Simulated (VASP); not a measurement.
# NaI (P2_13) in VASP: relaxation of cell and atoms with PBEsol

Aim: the relaxation of cell and atoms of NaI with PBEsol.

Program: VASP 6.6.1. These are calculated values, not measurements. Logs are shortened: lines on timing, memory, paths and dates and some standing lists are left out, and cuts for length are marked.

### Step 1. The cell of the first run

Symmetry: P2_13, No. 198, cubic system. Conventional cell: a = 6.437 Å, b = 6.437 Å, c = 6.437 Å, α = 90.00°, β = 90.00°, γ = 90.00°. Na (site symmetry 3) has 7 I at 3.30 to 3.61 Å and 6 Na at 3.95 Å within 4.3 Å. I (site symmetry 3) has 7 Na at 3.30 to 3.61 Å and 6 I at 3.99 Å within 4.3 Å.

### Step 2. Relaxation of cell and atoms, PBEsol

Input file INCAR:

```
  PREC = Accurate
  ENCUT = 600
  EDIFF = 1E-6
  ISMEAR = -1
  SIGMA = 0.03
  LREAL = False
  LASPH = True
  NELM = 80
  ALGO = Normal
  ISIF = 3
  LWAVE = False
  LCHARG = False
  GGA = PS
  IBRION = 2
  NSW = 100
  EDIFFG = -0.01
```

Input file KPOINTS:

```
Automatic mesh
0
Gamma
  4 4 4
```

Input file POSCAR:

```
NaI
1.0
    6.4373133700      0.0000000000      0.0000000000
    0.0000000000      6.4373133700      0.0000000000
    0.0000000000      0.0000000000      6.4373133700
Na I
4 4
Direct
    0.8630876900      0.6369123100      0.3630876900
    0.6369123100      0.3630876900      0.8630876900
    0.3630876900      0.8630876900      0.6369123100
    0.1369123100      0.1369123100      0.1369123100
    0.1586982700      0.3413017300      0.6586982700
    0.3413017300      0.6586982700      0.1586982700
    0.6586982700      0.1586982700      0.3413017300
    0.8413017300      0.8413017300      0.8413017300
```

Potentials or basis: VASP PAW PBE potentials, release 64 (Na_pv, I).

Launch:

```console
$ cat potpaw_PBE.64/Na_pv/POTCAR potpaw_PBE.64/I/POTCAR > POTCAR
$ mpirun -np 1 vasp_std > vasp.out
```

OUTCAR:

```text
PREC = Accurate
   ENCUT = 600
   EDIFF = 1E-6
   ISMEAR = -1
   LREAL = False
   LASPH = True
   NELM = 80
   ISIF = 3
   GGA = PS
   IBRION = 2
   NSW = 100
   EDIFFG = -0.01

 ion  position               nearest neighbor table
   1  0.863  0.637  0.363-
   2  0.637  0.363  0.863-
   3  0.363  0.863  0.637-
   4  0.137  0.137  0.137-
   5  0.159  0.341  0.659-
   6  0.341  0.659  0.159-
   7  0.659  0.159  0.341-
   8  0.841  0.841  0.841-

  LATTYP: Found a simple cubic cell.
 ALAT       =     6.4373133700

  Lattice vectors:

 A1 = (   6.4373133700,   0.0000000000,   0.0000000000)
 A2 = (   0.0000000000,   6.4373133700,   0.0000000000)
 A3 = (   0.0000000000,   0.0000000000,   6.4373133700)

Analysis of symmetry for initial positions (statically):
=====================================================================
 Subroutine PRICEL returns:
 Original cell was already a primitive cell.

 Routine SETGRP: Setting up the symmetry group for a
 simple cubic supercell.

 Subroutine GETGRP returns: Found 12 space group operations
 (whereof  3 operations were pure point group operations)
 out of a pool of 48 trial point group operations.

The static configuration has the point symmetry C_3 .
 The point group associated with its full space group is T   .

Analysis of symmetry for dynamics (positions and initial velocities):
=====================================================================
 Subroutine PRICEL returns:
 Original cell was already a primitive cell.

 Routine SETGRP: Setting up the symmetry group for a
 simple cubic supercell.

 Subroutine GETGRP returns: Found 12 space group operations
 (whereof  3 operations were pure point group operations)
 out of a pool of 48 trial point group operations.

The dynamic configuration has the point symmetry C_3 .
 The point group associated with its full space group is T   .

 Subroutine INISYM returns: Found 12 space group operations
 (whereof  3 operations are pure point group operations),
 and found     1 'primitive' translations

----------------------------------------------------------------------------------------

                                     Primitive cell

  volume of cell :     266.7559

  direct lattice vectors                    reciprocal lattice vectors
     6.437313370  0.000000000  0.000000000     0.155344309  0.000000000  0.000000000
     0.000000000  6.437313370  0.000000000     0.000000000  0.155344309  0.000000000
     0.000000000  0.000000000  6.437313370     0.000000000  0.000000000  0.155344309

  length of vectors
     6.437313370  6.437313370  6.437313370     0.155344309  0.155344309  0.155344309

  position of ions in fractional coordinates (direct lattice)
     0.863087690  0.636912310  0.363087690
     0.636912310  0.363087690  0.863087690
     0.363087690  0.863087690  0.636912310
     0.136912310  0.136912310  0.136912310
     0.158698270  0.341301730  0.658698270
     0.341301730  0.658698270  0.158698270
     0.658698270  0.158698270  0.341301730
     0.841301730  0.841301730  0.841301730

  ion indices of the primitive-cell ions
   primitive index   ion index
                 1           1
                 2           2
                 3           3
                 4           4
                 5           5
                 6           6
                 7           7
                 8           8

----------------------------------------------------------------------------------------

 KPOINTS: Automatic mesh

Automatic generation of k-mesh.
 Grid dimensions read from file:
 generate k-points for:    4    4    4

 Generating k-lattice:

  Cartesian coordinates                     Fractional coordinates (reciprocal lattice)
     0.038836077  0.000000000  0.000000000     0.250000000  0.000000000  0.000000000
     0.000000000  0.038836077  0.000000000     0.000000000  0.250000000  0.000000000
     0.000000000  0.000000000  0.038836077     0.000000000  0.000000000  0.250000000

  Length of vectors
     0.038836077  0.038836077  0.038836077

  Shift w.r.t. Gamma in fractional coordinates (k-lattice)
     0.000000000  0.000000000  0.000000000

 Subroutine IBZKPT returns following result:
 ===========================================

 Found     11 irreducible k-points:

 Following reciprocal coordinates:
            Coordinates               Weight
  0.000000  0.000000  0.000000      1.000000
  0.250000  0.000000  0.000000      6.000000
  0.500000  0.000000  0.000000      3.000000
  0.250000  0.250000  0.000000     12.000000
  0.500000  0.250000  0.000000      6.000000
 -0.250000  0.500000  0.000000      6.000000
  0.500000  0.500000  0.000000      3.000000
  0.250000  0.250000  0.250000      8.000000
  0.500000  0.250000  0.250000     12.000000
  0.500000  0.500000  0.250000      6.000000
  0.500000  0.500000  0.500000      1.000000
   k-points           NKPTS =     11   k-points in BZ     NKDIM =     11   number of bands    NBANDS=     33
   number of dos      NEDOS =    301   number of ions     NIONS =      8
   total plane-waves  NPLWV = 157464
   dimension x,y,z NGX =    54 NGY =   54 NGZ =   54
   dimension x,y,z NGXF=   108 NGYF=  108 NGZF=  108
   ions per type =               4   4
   NGX,Y,Z   is equivalent  to a cutoff of  13.95, 13.95, 13.95 a.u.
   NGXF,Y,Z  is equivalent  to a cutoff of  27.89, 27.89, 27.89 a.u.
 SYSTEM =  unknown system
   PREC   = accura    normal or accurate (medium, high low for compatibility)
   ISTART =      0    job   : 0-new  1-cont  2-samecut
   ICHARG =      2    charge: 1-file 2-atom 10-const
   ISPIN  =      1    spin polarized calculation?
   LNONCOLLINEAR =      F non collinear calculations
   LSORBIT =      F    spin-orbit coupling
   LASPH  =      T    aspherical Exc in radial PAW
   ENCUT  =  600.0 eV  44.10 Ry    6.64 a.u.  12.86 12.86 12.86*2*pi/ulx,y,z
   NELM   =     80;   NELMIN=  2; NELMDL= -5     # of ELM steps
   EDIFF  = 0.1E-05   stopping-criterion for ELM
   LREAL  =      F    real-space projection
   EDIFFG = -.1E-01   stopping-criterion for IOM
   NSW    =    100    number of steps for IOM
   IBRION =      2    ionic relax: 0-MD 1-quasi-New 2-CG
   NFREE  =      1    steps in history (QN), initial steepest desc. (CG)
   ISIF   =      3    stress and relaxation
   ISYM   =      2    0-nonsym 1-usesym 2-fastsym
   POTIM  = 0.5000    time-step for ionic-motion
   TEBEG  =    0.0;   TEEND  =   0.0 temperature during run
   PSTRESS=    0.0 pullay stress
   NELECT =      56.0000    total number of electrons
   NUPDOWN=      -1.0000    fix difference up-down
   EMIN   =  10.00;   EMAX   =-10.00  energy-range for DOS
   EFERMI =   0.00;   METHOD = LEGACY
   ISMEAR =    -1;   SIGMA  =   0.03  broadening in eV -4-tet -1-fermi 0-gaus
   EFERMI_NEDOS =   21; number of points for ismear=-14 and -15
   IALGO  =     38    algorithm
   IMIX   =      4    mixing-type and parameters
     AMIX     =   0.40;   BMIX     =  1.00
     AMIX_MAG =   1.60;   BMIX_MAG =  1.00
  volume/ion in A,a.u.               =      33.34       225.02
  Fermi-wavevector in a.u.,A,eV,Ry     =   0.972970  1.838647 12.880240  0.946671
  Thomas-Fermi vector in A             =   2.103312
   LORBIT       =      0    0 simple, 1 ext, 2 COOP (PROOUT), +10 PAW based schemes
   GGA     = PS    functional components
   LHFCALC =     F    Hartree Fock is set to
   AEXX    =    0.0000 exact exchange contribution
   IVDW    =     0    specifies the selected vdW correction
   LEPSILON=     F    determine dielectric tensor
   LRPA    =     F    only Hartree local field effects (RPA)
 conjugate gradient relaxation of ions
 non-spin polarized calculation
  energy-cutoff  :      600.00
  volume of cell :      266.76
 maximum number of plane-waves:      9008
 NGX is ok and might be reduce to    54
   NGX = 25   NGY = 25   NGZ = 25

--------------------------------------- Ionic step        1  -------------------------------------------

 number of electron      56.0000000 magnetization

 Free energy of the ion-electron system (eV)
  ---------------------------------------------------
  ext. energy  EPLUGINS =         0.00000000
  ---------------------------------------------------
  free energy    TOTEN  =       -21.20902716 eV

  energy without entropy =      -21.20902716  energy(sigma->0) =      -21.20902716

------------------------ aborting loop because EDIFF is reached ----------------------------------------

  FORCE on cell =-STRESS in cart. coord.  units (eV):
  Direction    XX          YY          ZZ          XY          YZ          ZX
  --------------------------------------------------------------------------------------
  -------------------------------------------------------------------------------------
  Total       -0.9933207     -0.9933207     -0.9933207     -0.0000000      0.0000000      0.0000000
  in kB       -5.9660392     -5.9660392     -5.9660392     -0.0000000      0.0000000      0.0000000
  external PRESSURE =      -5.9660392 kB  Pullay stress =       0.0000000 kB
[... 107 lines left out ...]
  FREE ENERGIE OF THE ION-ELECTRON SYSTEM (eV)
  ---------------------------------------------------
  free  energy   TOTEN  =       -21.3613620735 eV

  energy  without entropy=      -21.3613620735  energy(sigma->0) =      -21.36136207

[... ionic steps 4 to 25 ...]

--------------------------------------- Ionic step       26  -------------------------------------------

 number of electron      55.9999991 magnetization

------------------------ aborting loop because EDIFF is reached ----------------------------------------

  FORCE on cell =-STRESS in cart. coord.  units (eV):
  Direction    XX          YY          ZZ          XY          YZ          ZX
  --------------------------------------------------------------------------------------
  -------------------------------------------------------------------------------------
  Total       -0.0276213     -0.0276213     -0.0276213     -0.0000000      0.0000000     -0.0000000
  in kB       -0.1681547     -0.1681547     -0.1681547     -0.0000000      0.0000000     -0.0000000
  external PRESSURE =      -0.1681547 kB  Pullay stress =       0.0000000 kB
[... 69 lines left out ...]
  energy  without entropy=      -22.6796519290  energy(sigma->0) =      -22.67965193

--------------------------------------- Ionic step       28  -------------------------------------------

 number of electron      55.9999987 magnetization

 Free energy of the ion-electron system (eV)
  ---------------------------------------------------
  ext. energy  EPLUGINS =         0.00000000
  ---------------------------------------------------
  free energy    TOTEN  =       -22.67992854 eV

  energy without entropy =      -22.67992854  energy(sigma->0) =      -22.67992854

 E-fermi :   1.6786     XC(G=0):  -7.9763

 val. band max:        0.9437064575   @ k =   0.0000   0.0000   0.0000
 cond. band min:       4.5322649278   @ k =   0.0000   0.0000   0.0000
 fundamental gap:      3.5885584702
 Fermi energy:         1.6786474330

 k-point     1 :       0.0000    0.0000    0.0000
  band No.  band energies     occupation
      1     -21.2725      2.00000
      2     -21.2725      2.00000
      3     -21.2725      2.00000
      4     -21.2696      2.00000
      5     -21.2696      2.00000
      6     -21.2696      2.00000
[... 420 lines left out ...]
  FREE ENERGIE OF THE ION-ELECTRON SYSTEM (eV)
  ---------------------------------------------------
  free  energy   TOTEN  =       -22.6799285408 eV

  energy  without entropy=      -22.6799285408  energy(sigma->0) =      -22.67992854

 reached required accuracy - stopping structural energy minimisation
```

Wall time 35 min (1 thread of Intel Xeon Platinum 8259CL at 2.50GHz (Skylake/Cascade Lake), shared host); peak memory 0.48 GiB.

Results:

- Free energy: -22.6799 eV
- Relaxed volume: 32.83 Å³/atom
- Relaxed cell: a = 6.404 Å, b = 6.404 Å, c = 6.404 Å, α = 90.00°, β = 90.00°, γ = 90.00°
- Space group after relaxing (to 0.1 Å): Fm-3m (No. 225)
- Energy gained by relaxing: 183.9 meV/atom
- Ionic steps: 28
- Pressure after relaxing: 0.0 GPa
- Largest force after relaxing: 0.009 eV/Å
- Band gap on the k mesh: 3.59 eV

Forces in eV/Å, atoms in the order of the input:
```
Na  -0.005  0.005 -0.005
Na   0.005 -0.005 -0.005
Na  -0.005 -0.005  0.005
Na   0.005  0.005  0.005
I    0.000  0.000  0.000
I    0.000  0.000  0.000
I    0.000  0.000  0.000
I    0.000  0.000  0.000
```

The path:
```tsv
step	energy change (eV)	largest force (eV/Å)	pressure (GPa)	volume (Å³)
1	0.0000	0.4252	-0.60	266.76
2	-0.0516	0.4289	-0.32	261.99
3	-0.1523	0.4116	0.67	248.04
4	0.0076	0.2654	3.90	221.63
5	-0.1587	0.3935	1.15	242.62
6	-0.1996	0.3728	1.10	243.01
7	-0.3109	0.3048	1.08	244.19
8	-0.4761	0.2204	1.16	246.56
9	-0.5172	0.4024	1.97	251.36
10	-0.5522	0.3154	1.52	249.32
11	-0.6840	0.2407	0.04	269.95
12	-0.6910	0.2185	-0.39	276.85
13	-0.6909	0.2229	-0.27	275.56
14	-0.6910	0.2207	-0.30	276.11
15	-0.7190	0.2271	-0.29	275.74
16	-0.8066	0.2442	-0.29	274.65
17	-0.9891	0.2521	-0.35	272.48
18	-1.3106	0.1585	-0.39	268.17
19	-1.2812	0.3277	0.76	259.70
20	-1.4400	0.1274	-0.11	264.38
21	-1.4415	0.1426	-0.02	263.92
22	-1.4694	0.0216	0.14	260.82
23	-1.4701	0.0107	0.12	261.21
24	-1.4493	0.0211	-0.61	273.67
25	-1.4708	0.0118	0.00	263.12
26	-1.4708	0.0113	-0.02	263.18
27	-1.4706	0.0060	0.09	261.64
28	-1.4709	0.0085	0.02	262.64
```

Final structure:
```yaml
crystal:
  lattice:
    - [6.40405, 0.00000, 0.00000]
    - [0.00000, 6.40405, 0.00000]
    - [0.00000, 0.00000, 6.40405]
  atoms:
    - { symbol: Na, position: [0.75158, 0.74842, 0.25158] }
    - { symbol: Na, position: [0.74842, 0.25158, 0.75158] }
    - { symbol: Na, position: [0.25158, 0.75158, 0.74842] }
    - { symbol: Na, position: [0.24842, 0.24842, 0.24842] }
    - { symbol: I, position: [0.24907, 0.25093, 0.74907] }
    - { symbol: I, position: [0.25093, 0.74907, 0.24907] }
    - { symbol: I, position: [0.74907, 0.24907, 0.25093] }
    - { symbol: I, position: [0.75093, 0.75093, 0.75093] }
```

Caveat: the PAW data sets were made with another functional, which shifts forces and pressure a little; spin-orbit coupling is left out, which moves the levels of the heavy elements.
